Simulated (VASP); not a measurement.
# AlRu (Pm-3m) in VASP: single point with PBE

Aim: the single point of AlRu with PBE.

All numbers are computed with VASP 6.6.1; they aren't measurements. Logs are shortened: lines on timing, memory, paths and dates and some standing lists are left out, and cuts for length are marked.

### Step 1. The cell of the first run

Symmetry: Pm-3m, No. 221, cubic system. Conventional cell: a = 3.004 Å, b = 3.004 Å, c = 3.004 Å, α = 90.00°, β = 90.00°, γ = 90.00°. Al (site symmetry m-3m) has 8 Ru at 2.60 Å and 6 Al at 3.00 Å within 3.4 Å. Ru (site symmetry m-3m) has 8 Al at 2.60 Å and 6 Ru at 3.00 Å within 3.4 Å.

### Step 2. Single point, PBE

INCAR reads:

```
SYSTEM = AlRu
PREC     = Accurate       ! precision mode
ENCUT    = 500            ! plane-wave cutoff, eV
EDIFF    = 1E-6           ! SCF threshold, eV
ISMEAR   = 0              ! smearing method
SIGMA    = 0.1            ! smearing width, eV
LREAL    = .False.        ! projectors in reciprocal space
LASPH    = .True.         ! aspherical terms in the spheres
NELM     = 120            ! most SCF steps
ALGO     = Normal         ! electronic algorithm
ISIF     = 2              ! what is computed and relaxed
LWAVE    = .False.        ! write WAVECAR
LCHARG   = .True.         ! write CHGCAR
GGA      = PE             ! functional
LELF     = .True.         ! ELF
LVHAR    = .True.       
NBANDS   = 16             ! bands
GGA_COMPAT= .False.
```

KPOINTS reads:

```
Automatic mesh
0
Gamma
  6 6 6
  0 0 0
```

POSCAR reads:

```
AlRu
1.0
    3.0037043239      0.0000000000      0.0000000000
    0.0000000000      3.0037043239      0.0000000000
    0.0000000000      0.0000000000      3.0037043239
Al Ru
1 1
Direct
    0.0000000000      0.0000000000      0.0000000000
    0.5000000000      0.5000000000      0.5000000000
```

Potentials or basis: VASP PAW PBE potentials, release 64 (Al, Ru_pv).

Started as:

```bash
$ cat potpaw_PBE.64/Al/POTCAR potpaw_PBE.64/Ru_pv/POTCAR > POTCAR
$ mpirun -np 1 vasp_std > vasp.out
```

OUTCAR:

```text
SYSTEM = AlRu
   PREC = Accurate
   ENCUT = 500
   EDIFF = 1E-6
   ISMEAR = 0
   LREAL = .False.
   LASPH = .True.
   NELM = 120
   ISIF = 2
   GGA = PE

 ion  position               nearest neighbor table
   1  0.000  0.000  0.000-   2 2.60   2 2.60   2 2.60   2 2.60   2 2.60   2 2.60   2 2.60   2 2.60

   2  0.500  0.500  0.500-   1 2.60   1 2.60   1 2.60   1 2.60   1 2.60   1 2.60   1 2.60   1 2.60

  LATTYP: Found a simple cubic cell.
 ALAT       =     3.0037043239

  Lattice vectors:

 A1 = (   3.0037043239,   0.0000000000,   0.0000000000)
 A2 = (   0.0000000000,   3.0037043239,   0.0000000000)
 A3 = (   0.0000000000,   0.0000000000,   3.0037043239)

Analysis of symmetry for initial positions (statically):
=====================================================================
 Subroutine PRICEL returns:
 Original cell was already a primitive cell.

 Routine SETGRP: Setting up the symmetry group for a
 simple cubic supercell.

 Subroutine GETGRP returns: Found 48 space group operations
 (whereof 48 operations were pure point group operations)
 out of a pool of 48 trial point group operations.

The static configuration has the point symmetry O_h .

Analysis of symmetry for dynamics (positions and initial velocities):
=====================================================================
 Subroutine PRICEL returns:
 Original cell was already a primitive cell.

 Routine SETGRP: Setting up the symmetry group for a
 simple cubic supercell.

 Subroutine GETGRP returns: Found 48 space group operations
 (whereof 48 operations were pure point group operations)
 out of a pool of 48 trial point group operations.

The dynamic configuration has the point symmetry O_h .

 Subroutine INISYM returns: Found 48 space group operations
 (whereof 48 operations are pure point group operations),
 and found     1 'primitive' translations

----------------------------------------------------------------------------------------

                                     Primitive cell

  volume of cell :      27.1001

  direct lattice vectors                    reciprocal lattice vectors
     3.003704324  0.000000000  0.000000000     0.332922249  0.000000000  0.000000000
     0.000000000  3.003704324  0.000000000     0.000000000  0.332922249  0.000000000
     0.000000000  0.000000000  3.003704324     0.000000000  0.000000000  0.332922249

  length of vectors
     3.003704324  3.003704324  3.003704324     0.332922249  0.332922249  0.332922249

  position of ions in fractional coordinates (direct lattice)
     0.000000000  0.000000000  0.000000000
     0.500000000  0.500000000  0.500000000

  ion indices of the primitive-cell ions
   primitive index   ion index
                 1           1
                 2           2

----------------------------------------------------------------------------------------

 KPOINTS: Automatic mesh

Automatic generation of k-mesh.
 Grid dimensions read from file:
 generate k-points for:    6    6    6

 Generating k-lattice:

  Cartesian coordinates                     Fractional coordinates (reciprocal lattice)
     0.055487042  0.000000000  0.000000000     0.166666667  0.000000000  0.000000000
     0.000000000  0.055487042  0.000000000     0.000000000  0.166666667  0.000000000
     0.000000000  0.000000000  0.055487042     0.000000000  0.000000000  0.166666667

  Length of vectors
     0.055487042  0.055487042  0.055487042

  Shift w.r.t. Gamma in fractional coordinates (k-lattice)
     0.000000000  0.000000000  0.000000000

 Subroutine IBZKPT returns following result:
 ===========================================

 Found     20 irreducible k-points:

 Following reciprocal coordinates:
            Coordinates               Weight
  0.000000  0.000000  0.000000      1.000000
  0.166667  0.000000  0.000000      6.000000
  0.333333  0.000000  0.000000      6.000000
  0.500000  0.000000  0.000000      3.000000
  0.166667  0.166667  0.000000     12.000000
  0.333333  0.166667  0.000000     24.000000
[... 12 lines left out ...]
  0.500000  0.500000  0.333333      6.000000
  0.500000  0.500000  0.500000      1.000000
   k-points           NKPTS =     20   k-points in BZ     NKDIM =     20   number of bands    NBANDS=     16
   number of dos      NEDOS =    301   number of ions     NIONS =      2
   total plane-waves  NPLWV =  13824
   dimension x,y,z NGX =    24 NGY =   24 NGZ =   24
   dimension x,y,z NGXF=    48 NGYF=   48 NGZF=   48
   ions per type =               1   1
   NGX,Y,Z   is equivalent  to a cutoff of  13.28, 13.28, 13.28 a.u.
   NGXF,Y,Z  is equivalent  to a cutoff of  26.57, 26.57, 26.57 a.u.
 SYSTEM =  AlRu
   PREC   = accura    normal or accurate (medium, high low for compatibility)
   ISTART =      0    job   : 0-new  1-cont  2-samecut
   ICHARG =      2    charge: 1-file 2-atom 10-const
   ISPIN  =      1    spin polarized calculation?
   LNONCOLLINEAR =      F non collinear calculations
   LSORBIT =      F    spin-orbit coupling
   LASPH  =      T    aspherical Exc in radial PAW
   ENCUT  =  500.0 eV  36.75 Ry    6.06 a.u.   5.48  5.48  5.48*2*pi/ulx,y,z
   NELM   =    120;   NELMIN=  2; NELMDL= -5     # of ELM steps
   EDIFF  = 0.1E-05   stopping-criterion for ELM
   LREAL  =      F    real-space projection
   EDIFFG = 0.1E-04   stopping-criterion for IOM
   NSW    =      0    number of steps for IOM
   IBRION =     -1    ionic relax: 0-MD 1-quasi-New 2-CG
   NFREE  =      0    steps in history (QN), initial steepest desc. (CG)
   ISIF   =      2    stress and relaxation
   ISYM   =      2    0-nonsym 1-usesym 2-fastsym
   POTIM  = 0.5000    time-step for ionic-motion
   TEBEG  =    0.0;   TEEND  =   0.0 temperature during run
   PSTRESS=    0.0 pullay stress
   NELECT =      17.0000    total number of electrons
   NUPDOWN=      -1.0000    fix difference up-down
   EMIN   =  10.00;   EMAX   =-10.00  energy-range for DOS
   EFERMI =   0.00;   METHOD = LEGACY
   ISMEAR =     0;   SIGMA  =   0.10  broadening in eV -4-tet -1-fermi 0-gaus
   EFERMI_NEDOS =   21; number of points for ismear=-14 and -15
   IALGO  =     38    algorithm
   IMIX   =      4    mixing-type and parameters
     AMIX     =   0.40;   BMIX     =  1.00
     AMIX_MAG =   1.60;   BMIX_MAG =  1.00
  volume/ion in A,a.u.               =      13.55        91.44
  Fermi-wavevector in a.u.,A,eV,Ry     =   1.401417  2.648294 26.721418  1.963969
  Thomas-Fermi vector in A             =   2.524280
   LORBIT       =      0    0 simple, 1 ext, 2 COOP (PROOUT), +10 PAW based schemes
   GGA     = PE    functional components
   LHFCALC =     F    Hartree Fock is set to
   AEXX    =    0.0000 exact exchange contribution
   IVDW    =     0    specifies the selected vdW correction
   LEPSILON=     F    determine dielectric tensor
   LRPA    =     F    only Hartree local field effects (RPA)
 non-spin polarized calculation
 Gauss-broadening in eV      SIGMA  =   0.10
  energy-cutoff  :      500.00
  volume of cell :       27.10
 maximum number of plane-waves:       700
 NGX is ok and might be reduce to    24
   NGX = 11   NGY = 11   NGZ = 11

 number of electron      16.9999996 magnetization

 Free energy of the ion-electron system (eV)
  ---------------------------------------------------
  ext. energy  EPLUGINS =         0.00000000
  ---------------------------------------------------
  free energy    TOTEN  =       -14.26100728 eV

  energy without entropy =      -14.24771855  energy(sigma->0) =      -14.25436291

 E-fermi :  10.4211     XC(G=0): -12.5064

 val. band max:       10.4177856866   @ k =   0.3333   0.1667   0.0000
 cond. band min:      10.4936425544   @ k =   0.5000   0.1667   0.0000
 fundamental gap:      0.0758568678
 Fermi energy:        10.4210836127

 k-point     1 :       0.0000    0.0000    0.0000
  band No.  band energies     occupation
      1     -31.2281      2.00000
      2     -31.2281      2.00000
      3     -31.2281      2.00000
      4       0.9407      2.00000
      5       7.0532      2.00000
      6       7.0532      2.00000
[... 8 lines left out ...]
     15      22.6304      0.00000
     16      25.4238      0.00000

 k-point     2 :       0.1667    0.0000    0.0000
  band No.  band energies     occupation
      1     -31.2784      2.00000
      2     -31.2238      2.00000
      3     -31.2238      2.00000
      4       1.4605      2.00000
      5       7.1753      2.00000
      6       7.2292      2.00000
[... 8 lines left out ...]
     15      22.7189      0.00000
     16      27.1849      0.00000

 k-point     3 :       0.3333    0.0000    0.0000
  band No.  band energies     occupation
      1     -31.3780      2.00000
      2     -31.2153      2.00000
      3     -31.2153      2.00000
      4       2.8995      2.00000
      5       6.7320      2.00000
      6       7.6203      2.00000
[... 8 lines left out ...]
     15      23.5453      0.00000
     16      25.3626      0.00000

 k-point     4 :       0.5000    0.0000    0.0000
  band No.  band energies     occupation
      1     -31.4272      2.00000
      2     -31.2111      2.00000
      3     -31.2111      2.00000
      4       4.7720      2.00000
      5       5.0770      2.00000
      6       7.8406      2.00000
[... 8 lines left out ...]
     15      23.1145      0.00000
     16      23.1145      0.00000
[... 248 lines left out ...]
 k-point    18 :       0.5000    0.3333    0.3333
  band No.  band energies     occupation
      1     -31.3915      2.00000
      2     -31.3404      2.00000
      3     -31.3383      2.00000
      4       5.4205      2.00000
      5       6.5501      2.00000
      6       6.6433      2.00000
[... 8 lines left out ...]
     15      21.6008      0.00000
     16      22.6314      0.00000

 k-point    19 :       0.5000    0.5000    0.3333
  band No.  band energies     occupation
      1     -31.3858      2.00000
      2     -31.3858      2.00000
      3     -31.3342      2.00000
      4       5.5396      2.00000
      5       6.3863      2.00000
      6       6.3863      2.00000
[... 8 lines left out ...]
     15      20.3847      0.00000
     16      22.6286      0.00000

 k-point    20 :       0.5000    0.5000    0.5000
  band No.  band energies     occupation
      1     -31.3804      2.00000
      2     -31.3804      2.00000
      3     -31.3804      2.00000
      4       5.9759      2.00000
      5       5.9759      2.00000
      6       5.9759      2.00000
[... 8 lines left out ...]
     15      18.9546      0.00000
     16      22.2871      0.00000

------------------------ aborting loop because EDIFF is reached ----------------------------------------

  FORCE on cell =-STRESS in cart. coord.  units (eV):
  Direction    XX          YY          ZZ          XY          YZ          ZX
  --------------------------------------------------------------------------------------
  -------------------------------------------------------------------------------------
  Total       -0.0118309     -0.0118309     -0.0118309      0.0000000     -0.0000000      0.0000000
  in kB       -0.6994501     -0.6994501     -0.6994501      0.0000000     -0.0000000      0.0000000
  external PRESSURE =      -0.6994501 kB  Pullay stress =       0.0000000 kB

 VOLUME and BASIS-vectors are now :
 -----------------------------------------------------------------------------
  energy-cutoff  :      500.00
  volume of cell :       27.10
      direct lattice vectors                 reciprocal lattice vectors
     3.003704324  0.000000000  0.000000000     0.332922249  0.000000000  0.000000000
     0.000000000  3.003704324  0.000000000     0.000000000  0.332922249  0.000000000
     0.000000000  0.000000000  3.003704324     0.000000000  0.000000000  0.332922249

 POSITION                                       TOTAL-FORCE (eV/Angst)
 -----------------------------------------------------------------------------------
      0.00000      0.00000      0.00000         0.000000      0.000000      0.000000
      1.50185      1.50185      1.50185         0.000000      0.000000      0.000000
 -----------------------------------------------------------------------------------
    total drift:                                0.000000     -0.000000     -0.000000

  FREE ENERGIE OF THE ION-ELECTRON SYSTEM (eV)
  ---------------------------------------------------
  free  energy   TOTEN  =       -14.2610072771 eV

  energy  without entropy=      -14.2477185520  energy(sigma->0) =      -14.25436291
```

It took 5.7 s on 1 thread of Intel Xeon Platinum 8259CL at 2.50GHz (Skylake/Cascade Lake), shared host; peak memory 0.14 GiB.

What came out:

```
Free energy            : -14.2610 eV
Pressure               : -0.1 GPa
Band gap on the k mesh : zero (an odd number of electrons rules out a gap without spin polarisation)
```

The gap in the log of VASP goes by the Fermi energy; the results here count the filled bands.